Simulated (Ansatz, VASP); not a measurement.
Sb in VASP and in Ansatz

INCAR

```
  PREC = Accurate
  ENCUT = 500
  EDIFF = 1E-7
  ISMEAR = -1
  SIGMA = 0.025
  LREAL = F
  LASPH = T
  NELM = 200
  ALGO = Normal
  ISIF = 3
  LWAVE = F
  LCHARG = F
  ISPIN = 2
  MAGMOM = 0.5 0.5
  LORBIT = 11
  GGA = LIBXC
  LIBXC1 = GGA_X_PBE
  LIBXC2 = GGA_C_LYP
  IBRION = 2
  NSW = 80
  EDIFFG = -0.01
  GGA_COMPAT = F
  NELMIN = 4
```

File KPOINTS:

```
Automatic mesh
0
Gamma
  8 8 8
```

File POSCAR:

```
Sb
1.0
    2.2101781106      1.2760469271      3.8556537646
   -2.2101781106      1.2760469271      3.8556537646
    0.0000000000     -2.5520938542      3.8556537646
Sb
2
Direct
    0.7665100000      0.7665100000      0.7665100000
    0.2334900000      0.2334900000      0.2334900000
```

File input.yaml:

```yaml
crystal:
  lattice:
    - [2.2101781106, 1.2760469271, 3.8556537646]
    - [-2.2101781106, 1.2760469271, 3.8556537646]
    - [0.0, -2.5520938542, 3.8556537646]
  atoms:
    - { symbol: Sb, position: [0.76651, 0.76651, 0.76651], spin: 0.5 }
    - { symbol: Sb, position: [0.23349, 0.23349, 0.23349], spin: 0.5 }
kpoints:
  mp_grid: { grid: [8, 8, 8] }
scf:
  occupations: { method: fermi_dirac, width: 0.025 }
hamiltonian:
  xc: { exchange: pbe, correlation: lyp }
  pseudopotentials: { kind: all_electron, lapw: { basis_error: 0.001 } }
magnetization:
  spin_polarized: true
output:
  forces: true
  stress: true
relax:
  f_tol: 0.01
  max_steps: 60
  cell: {}
```

Change from the starting cell: volume scaled by 1.08.

Alike in both runs: task relaxation of cell and atoms; functional pbe exchange, lyp correlation; k mesh 8 × 8 × 8; occupations fermi-dirac, width 0.025 eV; collinear spin.

|  | VASP | Ansatz |
| --- | --- | --- |
| version | VASP 6.6.1 | Ansatz 0.2.0 |
| potentials or method | VASP PAW PBE potentials, release 64 (Sb), cutoff 500 eV | all-electron LAPW, scalar-relativistic |

```tsv
	VASP	Ansatz	Ansatz less VASP
gap on the k mesh at the Fermi level, each at its own relaxed structure (eV)	0.69	0.90	+0.203
net moment per atom (μB)	0.00	0.00	0.000
relaxed volume (Å³/atom)	50.15	52.17	+2.018
relaxed cell length with the largest relative difference (Å)	6.828	7.079	+0.2513
```

VASP's potentials were made for PBE, not for pbe exchange, lyp correlation. Ansatz ran all-electron here, and VASP with PAW potentials.

Neither program's run includes spin-orbit coupling. Noted on VASP's run: the volume moved by over 15 % at a fixed basis, so the end points are rough.
